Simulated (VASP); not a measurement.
# BeH4 (P4/mmm) in VASP: notebook

Runs on BeH4. Level: PBE. Tasks: single point, relaxation of cell and atoms.

All numbers are computed with VASP 6.6.1; they aren't measurements. Logs are shortened: lines on timing, memory, paths and dates and some standing lists are left out, and cuts for length are marked.

## Step 1: The cell of the first run

It takes space group P4/mmm (No. 123, tetragonal). Conventional cell: a = 2.507 Å, b = 2.507 Å, c = 4.933 Å, α = 90.00°, β = 90.00°, γ = 90.00°. Be (site symmetry 4/mmm) has 8 H at 1.57 Å within 2.1 Å. H (site symmetry 2mm) has 2 Be at 1.57 Å and 5 H at 1.77 to 1.90 Å within 2.1 Å.

## Step 2: Single point, PBE

The input, INCAR:

```
SYSTEM = BeH4
PREC = Accurate ; ENCUT = 520
EDIFF = 1E-6 ; ISMEAR = 0
SIGMA = 0.1 ; LREAL = .False.
LASPH = .True. ; NELM = 100
ALGO = Normal ; ISIF = 2
LWAVE = .False. ; LCHARG = .False.
GGA = PE ; NBANDS = 11
```

The input, KPOINTS:

```
Automatic mesh
0
Gamma
  16 16 8
  0 0 0
```

The input, POSCAR:

```
BeH4
1.0
    2.5068363919      0.0000000000      0.0000000000
    0.0000000000      2.5068363919      0.0000000000
    0.0000000000      0.0000000000      4.9330714625
Be H
1 4
Direct
    0.0000000000      0.0000000000      0.0000000000
    0.5000000000      0.0000000000      0.1930578151
    0.0000000000      0.5000000000      0.8069421849
    0.5000000000      0.0000000000      0.8069421849
    0.0000000000      0.5000000000      0.1930578151
```

Potentials or basis: VASP PAW PBE potentials, release 64 (Be, H).

Launch:

```console
> cat potpaw_PBE.64/Be/POTCAR potpaw_PBE.64/H/POTCAR > POTCAR
> mpirun -np 1 vasp_std > vasp.out
```

OUTCAR:

```text
SYSTEM = BeH4
   PREC = Accurate
   ENCUT = 520
   EDIFF = 1E-6
   ISMEAR = 0
   LREAL = .False.
   LASPH = .True.
   NELM = 100
   ISIF = 2
   GGA = PE

 ion  position               nearest neighbor table
   1  0.000  0.000  0.000-   2 1.57   3 1.57   4 1.57   5 1.57   3 1.57   5 1.57   2 1.57   4 1.57

   2  0.500  0.000  0.193-   1 1.57   1 1.57
   3  0.000  0.500  0.807-   1 1.57   1 1.57
   4  0.500  0.000  0.807-   1 1.57   1 1.57
   5  0.000  0.500  0.193-   1 1.57   1 1.57

  LATTYP: Found a simple tetragonal cell.
 ALAT       =     2.5068363919
 C/A-ratio  =     1.9678473946

  Lattice vectors:

 A1 = (   2.5068363919,   0.0000000000,   0.0000000000)
 A2 = (   0.0000000000,   2.5068363919,   0.0000000000)
 A3 = (   0.0000000000,   0.0000000000,   4.9330714625)

Analysis of symmetry for initial positions (statically):
=====================================================================
 Subroutine PRICEL returns:
 Original cell was already a primitive cell.

 Routine SETGRP: Setting up the symmetry group for a
 simple tetragonal supercell.

 Subroutine GETGRP returns: Found 16 space group operations
 (whereof 16 operations were pure point group operations)
 out of a pool of 16 trial point group operations.

The static configuration has the point symmetry D_4h.

Analysis of symmetry for dynamics (positions and initial velocities):
=====================================================================
 Subroutine PRICEL returns:
 Original cell was already a primitive cell.

 Routine SETGRP: Setting up the symmetry group for a
 simple tetragonal supercell.

 Subroutine GETGRP returns: Found 16 space group operations
 (whereof 16 operations were pure point group operations)
 out of a pool of 16 trial point group operations.

The dynamic configuration has the point symmetry D_4h.

 Subroutine INISYM returns: Found 16 space group operations
 (whereof 16 operations are pure point group operations),
 and found     1 'primitive' translations

----------------------------------------------------------------------------------------

                                     Primitive cell

  volume of cell :      31.0005

  direct lattice vectors                    reciprocal lattice vectors
     2.506836392  0.000000000  0.000000000     0.398909160  0.000000000  0.000000000
     0.000000000  2.506836392  0.000000000     0.000000000  0.398909160  0.000000000
     0.000000000  0.000000000  4.933071463     0.000000000  0.000000000  0.202713463

  length of vectors
     2.506836392  2.506836392  4.933071463     0.398909160  0.398909160  0.202713463

  position of ions in fractional coordinates (direct lattice)
     0.000000000  0.000000000  0.000000000
     0.500000000  0.000000000  0.193057815
     0.000000000  0.500000000  0.806942185
     0.500000000  0.000000000  0.806942185
     0.000000000  0.500000000  0.193057815

  ion indices of the primitive-cell ions
   primitive index   ion index
                 1           1
                 2           2
                 3           3
                 4           4
                 5           5

----------------------------------------------------------------------------------------

 KPOINTS: Automatic mesh

Automatic generation of k-mesh.
 Grid dimensions read from file:
 generate k-points for:   16   16    8

 Generating k-lattice:

  Cartesian coordinates                     Fractional coordinates (reciprocal lattice)
     0.024931823  0.000000000  0.000000000     0.062500000  0.000000000  0.000000000
     0.000000000  0.024931823  0.000000000     0.000000000  0.062500000  0.000000000
     0.000000000  0.000000000  0.025339183     0.000000000  0.000000000  0.125000000

  Length of vectors
     0.024931823  0.024931823  0.025339183

  Shift w.r.t. Gamma in fractional coordinates (k-lattice)
     0.000000000  0.000000000  0.000000000

 Subroutine IBZKPT returns following result:
 ===========================================

 Found    225 irreducible k-points:

 Following reciprocal coordinates:
            Coordinates               Weight
  0.000000  0.000000  0.000000      1.000000
  0.062500  0.000000  0.000000      4.000000
  0.125000  0.000000  0.000000      4.000000
  0.187500  0.000000  0.000000      4.000000
  0.250000  0.000000  0.000000      4.000000
  0.312500  0.000000  0.000000      4.000000
[... 16 lines left out ...]
  0.437500  0.125000  0.000000      8.000000
  0.500000  0.125000  0.000000      4.000000
 [... further k-points ...]
   k-points           NKPTS =    225   k-points in BZ     NKDIM =    225   number of bands    NBANDS=     11
   number of dos      NEDOS =    301   number of ions     NIONS =      5
   total plane-waves  NPLWV =  16000
   dimension x,y,z NGX =    20 NGY =   20 NGZ =   40
   dimension x,y,z NGXF=    40 NGYF=   40 NGZF=   80
   ions per type =               1   4
   NGX,Y,Z   is equivalent  to a cutoff of  13.26, 13.26, 13.48 a.u.
   NGXF,Y,Z  is equivalent  to a cutoff of  26.53, 26.53, 26.96 a.u.
 SYSTEM =  BeH4
   PREC   = accura    normal or accurate (medium, high low for compatibility)
   ISTART =      0    job   : 0-new  1-cont  2-samecut
   ICHARG =      2    charge: 1-file 2-atom 10-const
   ISPIN  =      1    spin polarized calculation?
   LNONCOLLINEAR =      F non collinear calculations
   LSORBIT =      F    spin-orbit coupling
   LASPH  =      T    aspherical Exc in radial PAW
   ENCUT  =  520.0 eV  38.22 Ry    6.18 a.u.   4.66  4.66  9.17*2*pi/ulx,y,z
   NELM   =    100;   NELMIN=  2; NELMDL= -5     # of ELM steps
   EDIFF  = 0.1E-05   stopping-criterion for ELM
   LREAL  =      F    real-space projection
   EDIFFG = 0.1E-04   stopping-criterion for IOM
   NSW    =      0    number of steps for IOM
   IBRION =     -1    ionic relax: 0-MD 1-quasi-New 2-CG
   NFREE  =      0    steps in history (QN), initial steepest desc. (CG)
   ISIF   =      2    stress and relaxation
   ISYM   =      2    0-nonsym 1-usesym 2-fastsym
   POTIM  = 0.5000    time-step for ionic-motion
   TEBEG  =    0.0;   TEEND  =   0.0 temperature during run
   PSTRESS=    0.0 pullay stress
   NELECT =       6.0000    total number of electrons
   NUPDOWN=      -1.0000    fix difference up-down
   EMIN   =  10.00;   EMAX   =-10.00  energy-range for DOS
   EFERMI =   0.00;   METHOD = LEGACY
   ISMEAR =     0;   SIGMA  =   0.10  broadening in eV -4-tet -1-fermi 0-gaus
   EFERMI_NEDOS =   21; number of points for ismear=-14 and -15
   IALGO  =     38    algorithm
   IMIX   =      4    mixing-type and parameters
     AMIX     =   0.40;   BMIX     =  1.00
     AMIX_MAG =   1.60;   BMIX_MAG =  1.00
  volume/ion in A,a.u.               =       6.20        41.84
  Fermi-wavevector in a.u.,A,eV,Ry     =   0.946968  1.789511 12.201011  0.896749
  Thomas-Fermi vector in A             =   2.075017
   LORBIT       =      0    0 simple, 1 ext, 2 COOP (PROOUT), +10 PAW based schemes
   GGA     = PE    functional components
   LHFCALC =     F    Hartree Fock is set to
   AEXX    =    0.0000 exact exchange contribution
   IVDW    =     0    specifies the selected vdW correction
   LEPSILON=     F    determine dielectric tensor
   LRPA    =     F    only Hartree local field effects (RPA)
 non-spin polarized calculation
 Gauss-broadening in eV      SIGMA  =   0.10
  energy-cutoff  :      520.00
  volume of cell :       31.00
 maximum number of plane-waves:       858
 NGX is ok and might be reduce to    20
   NGX =  9   NGY =  9   NGZ = 19

 number of electron       6.0000002 magnetization

 Free energy of the ion-electron system (eV)
  ---------------------------------------------------
  ext. energy  EPLUGINS =         0.00000000
  ---------------------------------------------------
  free energy    TOTEN  =       -14.62566194 eV

  energy without entropy =      -14.62388865  energy(sigma->0) =      -14.62477530

 E-fermi :   0.5425     XC(G=0):  -8.3319

 val. band max:        0.5402200203   @ k =   0.5000   0.3125   0.1250
 cond. band min:       0.5701696954   @ k =   0.4375   0.1875   0.0000
 fundamental gap:      0.0299496750
 Fermi energy:         0.5425388600

 k-point     1 :       0.0000    0.0000    0.0000
  band No.  band energies     occupation
      1     -10.9416      2.00000
      2      -7.1316      2.00000
      3       2.7336      0.00000
      4       4.7338      0.00000
      5       8.2376      0.00000
      6       9.9440      0.00000
      7       9.9440      0.00000
      8      14.8953      0.00000
      9      16.2110      0.00000
     10      19.9273      0.00000
     11      20.7522      0.00000

 k-point     2 :       0.0625    0.0000    0.0000
  band No.  band energies     occupation
      1     -10.8645      2.00000
      2      -7.0451      2.00000
      3       2.8092      0.00000
      4       4.1762      0.00000
      5       7.9757      0.00000
      6      10.0146      0.00000
      7      10.3697      0.00000
      8      14.8501      0.00000
      9      16.3541      0.00000
     10      19.5850      0.00000
     11      19.7439      0.00000

 k-point     3 :       0.1250    0.0000    0.0000
  band No.  band energies     occupation
      1     -10.6335      2.00000
      2      -6.7863      2.00000
      3       2.7392      0.00000
      4       3.1992      0.00000
      5       7.2000      0.00000
      6      10.2234      0.00000
      7      11.2668      0.00000
      8      14.7825      0.00000
      9      16.7372      0.00000
     10      18.5999      0.00000
     11      18.8819      0.00000
[... 267 lines left out ...]
 k-point    23 :       0.4375    0.1250    0.0000
  band No.  band energies     occupation
      1      -6.9917      2.00000
      2      -4.5465      2.00000
      3      -2.7774      2.00000
      4       0.2794      1.99980
      5       7.0611      0.00000
      6       9.5203      0.00000
      7      10.9696      0.00000
      8      14.5365      0.00000
      9      14.5548      0.00000
     10      18.5413      0.00000
     11      20.0590      0.00000

 k-point    24 :       0.5000    0.1250    0.0000
  band No.  band energies     occupation
      1      -6.2233      2.00000
      2      -5.4353      2.00000
      3      -2.1149      2.00000
      4      -0.5091      2.00000
      5       7.9803      0.00000
      6       8.6150      0.00000
      7      11.1303      0.00000
      8      14.1115      0.00000
      9      14.7817      0.00000
     10      18.6777      0.00000
     11      19.6471      0.00000

 [... further k-points ...]

------------------------ aborting loop because EDIFF is reached ----------------------------------------

  FORCE on cell =-STRESS in cart. coord.  units (eV):
  Direction    XX          YY          ZZ          XY          YZ          ZX
  --------------------------------------------------------------------------------------
  -------------------------------------------------------------------------------------
  Total       -0.0295741     -0.0295741     -0.0319460      0.0000000      0.0000000     -0.0000000
  in kB       -1.5284540     -1.5284540     -1.6510405      0.0000000      0.0000000     -0.0000000
  external PRESSURE =      -1.5693161 kB  Pullay stress =       0.0000000 kB

 VOLUME and BASIS-vectors are now :
 -----------------------------------------------------------------------------
  energy-cutoff  :      520.00
  volume of cell :       31.00
      direct lattice vectors                 reciprocal lattice vectors
     2.506836392  0.000000000  0.000000000     0.398909160  0.000000000  0.000000000
     0.000000000  2.506836392  0.000000000     0.000000000  0.398909160  0.000000000
     0.000000000  0.000000000  4.933071463     0.000000000  0.000000000  0.202713463

 POSITION                                       TOTAL-FORCE (eV/Angst)
 -----------------------------------------------------------------------------------
      0.00000      0.00000      0.00000         0.000000      0.000000      0.000000
      1.25342      0.00000      0.95237        -0.000000      0.000000      0.004254
      0.00000      1.25342      3.98070         0.000000     -0.000000     -0.004254
      1.25342      0.00000      3.98070         0.000000      0.000000     -0.004254
      0.00000      1.25342      0.95237         0.000000      0.000000      0.004254
 -----------------------------------------------------------------------------------
    total drift:                                0.000000      0.000000     -0.000000

  FREE ENERGIE OF THE ION-ELECTRON SYSTEM (eV)
  ---------------------------------------------------
  free  energy   TOTEN  =       -14.6256619393 eV

  energy  without entropy=      -14.6238886521  energy(sigma->0) =      -14.62477530
```

Run time: 34 s. Hardware: 1 thread of Intel Xeon Platinum 8488C (Sapphire Rapids), shared host; peak memory 0.18 GiB.

What came out:

| Item | Value |
| --- | --- |
| Free energy | -14.6257 eV |
| Pressure | -0.2 GPa |
| Largest force | 0.004 eV/Å |
| Band gap on the k mesh | zero (band 3 reaches 4.83 eV, above the bottom of band 4 at -1.36 eV) |

Forces on the atoms (eV/Å):
```
Be   0.000  0.000  0.000
H    0.000  0.000  0.004
H    0.000  0.000 -0.004
H    0.000  0.000 -0.004
H    0.000  0.000  0.004
```

Levels at points of the mesh, in eV from the Fermi level:
```csv
k point,band 1,band 2,band 3,band 4,band 5,band 6,band 7,band 8
"(0.00, 0.00, 0.00)",-11.48,-7.67,2.19,4.19,7.70,9.40,9.40,14.35
"(0.50, 0.00, 0.00)",-7.03,-6.16,-2.99,-1.30,7.10,8.13,12.04,16.43
"(0.50, 0.50, 0.00)",-4.58,-4.58,0.93,0.93,4.18,5.12,5.17,11.23
"(0.00, 0.00, 0.50)",-11.28,-8.23,4.28,5.81,6.74,7.48,9.45,9.45
"(0.50, 0.00, 0.50)",-6.91,-5.97,-3.44,-1.90,10.69,11.21,12.06,12.13
"(0.50, 0.50, 0.50)",-4.49,-4.49,0.55,0.55,4.54,4.69,5.43,9.67
```

## Step 3: Relaxation of cell and atoms, PBE

This run uses another cell than the first one, of 6.06 Å³/atom, 0.977 times its volume.

The input, INCAR:

```
PREC = Accurate
ENCUT = 600
EDIFF = 1E-6
ISMEAR = 0
SIGMA = 0.1
LREAL = F
LASPH = T
NELM = 100
ALGO = Normal
ISIF = 3
LWAVE = F
LCHARG = F
GGA = PE
IBRION = 2
NSW = 100
EDIFFG = -0.01
```

The input, KPOINTS:

```
regular mesh
0
Gamma
  16 16 8
```

The input, POSCAR:

```
BeH4
1.0
    2.4478397989      0.0000000000      0.0000000000
    0.0000000000      2.4478397989      0.0000000000
    0.0000000000      0.0000000000      5.0545273503
Be H
1 4
Direct
    0.0000000000      0.0000000000      0.0000000000
    0.5000000000      0.0000000000      0.1996609644
    0.0000000000      0.5000000000      0.8003390356
    0.5000000000      0.0000000000      0.8003390356
    0.0000000000      0.5000000000      0.1996609644
```

Potentials or basis: VASP PAW PBE potentials, release 64 (Be, H).

Launch:

```console
> cat potpaw_PBE.64/Be/POTCAR potpaw_PBE.64/H/POTCAR > POTCAR
> mpirun -np 1 vasp_std > vasp.out
```

It took 89 s on 1 thread of Intel Xeon Platinum 8488C (Sapphire Rapids), shared host; peak memory 0.18 GiB.

The run converged. Its results:

```yaml
Free_energy: -14.6270 eV
Relaxed_volume: 6.19 Å³/atom
Relaxed_cell: a = 2.507 Å, b = 2.507 Å, c = 4.923 Å, α = 90.00°, β = 90.00°, γ = 90.00°
Space_group_after_relaxing_to_0.05_Å: P4/mmm (No. 123)
Energy_gained_by_relaxing: 8.3 meV/atom
Ionic_steps: 7
Pressure_after_relaxing: 0.0 GPa
Band_gap_on_the_k_mesh: zero (band 3 reaches 4.84 eV, above the bottom of band 4 at -1.36 eV)
```

The path:
| step | energy change (eV) | largest force (eV/Å) | pressure (GPa) | volume (Å³) |
| --- | --- | --- | --- | --- |
| 1 | 0.0000 | 0.2476 | 0.52 | 30.29 |
| 2 | -0.0231 | 0.1236 | 0.73 | 30.37 |
| 3 | -0.0394 | 0.0224 | 1.13 | 30.50 |
| 4 | -0.0394 | 0.0486 | 1.18 | 30.51 |
| 5 | -0.0395 | 0.0395 | 1.16 | 30.51 |
| 6 | -0.0411 | 0.0154 | 0.41 | 30.78 |
| 7 | -0.0414 | 0.0017 | -0.02 | 30.94 |

Final structure:
```
Be H
1.0
     2.50704    0.00000    0.00000
     0.00000    2.50704    0.00000
     0.00000    0.00000    4.92323
Be H
1 4
Direct
  0.00000 0.00000 0.00000
  0.50000 0.00000 0.19347
  0.00000 0.50000 0.80653
  0.50000 0.00000 0.80653
  0.00000 0.50000 0.19347
```

Levels at points of the mesh, in eV from the Fermi level:
```tsv
k point	band 1	band 2	band 3	band 4	band 5	band 6	band 7
(0.00, 0.00, 0.00)	-11.48	-7.67	2.19	4.19	7.69	9.40	9.40
(0.50, 0.00, 0.00)	-7.03	-6.16	-2.99	-1.30	7.09	8.13	12.03
(0.50, 0.50, 0.00)	-4.58	-4.58	0.94	0.94	4.17	5.12	5.17
(0.00, 0.00, 0.50)	-11.28	-8.24	4.29	5.83	6.77	7.48	9.44
(0.50, 0.00, 0.50)	-6.90	-5.97	-3.44	-1.91	10.71	11.22	12.15
(0.50, 0.50, 0.50)	-4.49	-4.49	0.55	0.55	4.54	4.69	5.43
```

## Step 4: Single point, PBE

This run uses another cell than the first one, of 8.97 Å³/atom, 1.446 times its volume.

The input, INCAR:

```
PREC = Accurate
ENCUT = 520
EDIFF = 1E-7
ISMEAR = 0
SIGMA = 0.1
LREAL = False
LASPH = True
NELM = 100
ALGO = Normal
ISIF = 2
LWAVE = False
LCHARG = False
GGA = PE
NBANDS = 11
```

The input, KPOINTS:

```
Automatic mesh
0
Gamma
  6 6 4
```

The input, POSCAR:

```
BeH4
1.0
    3.1647407500      0.0000000000      0.0000000000
    0.0000000000      3.1647407500      0.0000000000
    0.0000000000      0.0000000000      4.4756192900
Be H
1 4
Direct
    0.0000000000      0.0000000000      0.0000000000
    0.5000000000      0.0000000000      0.2500000000
    0.0000000000      0.5000000000      0.7500000000
    0.5000000000      0.0000000000      0.7500000000
    0.0000000000      0.5000000000      0.2500000000
```

Launch:

```console
> cat potpaw_PBE.64/Be/POTCAR potpaw_PBE.64/H/POTCAR > POTCAR
> mpirun -np 1 vasp_std > vasp.out
```

It took 8 s on 1 thread of Intel Xeon Platinum 8488C (Sapphire Rapids), shared host; peak memory 0.14 GiB.

Results (log left out):

```yaml
Free_energy: -12.6731 eV
Pressure: -19.5 GPa
Largest_force: 0.767 eV/Å
Band_gap_on_the_k_mesh: zero (band 3 reaches 0.71 eV, above the bottom of band 4 at -3.00 eV)
```

Forces on the atoms (eV/Å):
```
Be   0.000  0.000  0.000
H    0.000  0.000 -0.767
H    0.000  0.000  0.767
H    0.000  0.000  0.767
H    0.000  0.000 -0.767
```

Stress tensor (GPa, compression positive):
```
-21.62   0.00   0.00
  0.00 -21.62   0.00
  0.00   0.00 -15.12
```

Levels at points of the mesh, in eV from the Fermi level:
```tsv
k point	band 1	band 2	band 3	band 4	band 5	band 6
(0.00, 0.00, 0.00)	-7.75	-3.34	1.18	3.64	4.40	6.06
(0.50, 0.00, 0.00)	-4.83	-4.56	-0.82	0.45	6.46	6.63
(0.50, 0.50, 0.00)	-3.47	-3.47	1.22	1.22	1.34	4.71
(0.00, 0.00, 0.50)	-6.83	-5.38	2.07	2.96	6.31	6.31
(0.50, 0.00, 0.50)	-3.96	-3.76	-2.61	-1.65	7.50	9.03
(0.50, 0.50, 0.50)	-2.73	-2.73	-0.60	-0.60	2.05	3.24
```

## Step 5: Overview

| task | cell | k mesh | cutoff (eV) | gap on the mesh (eV) | pressure (GPa) |
| --- | --- | --- | --- | --- | --- |
| single point | a = 2.507, b = 2.507, c = 4.933 Å, 5 atoms | 16 × 16 × 8 | 520 | none | -0.2 |
| relaxation of cell and atoms | relaxed from a = 2.448, b = 2.448, c = 5.055 Å, 5 atoms | 16 × 16 × 8 | 600 | none | 0.0 |
| single point | a = 3.165, b = 3.165, c = 4.476 Å, 5 atoms | 6 × 6 × 4 | 520 | none | -19.5 |

Alike in all rows: level PBE; potentials or basis VASP PAW PBE potentials, release 64 (Be, H); no spin polarisation; smearing gaussian 0.1 eV.

Total energies depend on the potentials used, so only differences within one code and one set of settings carry meaning.
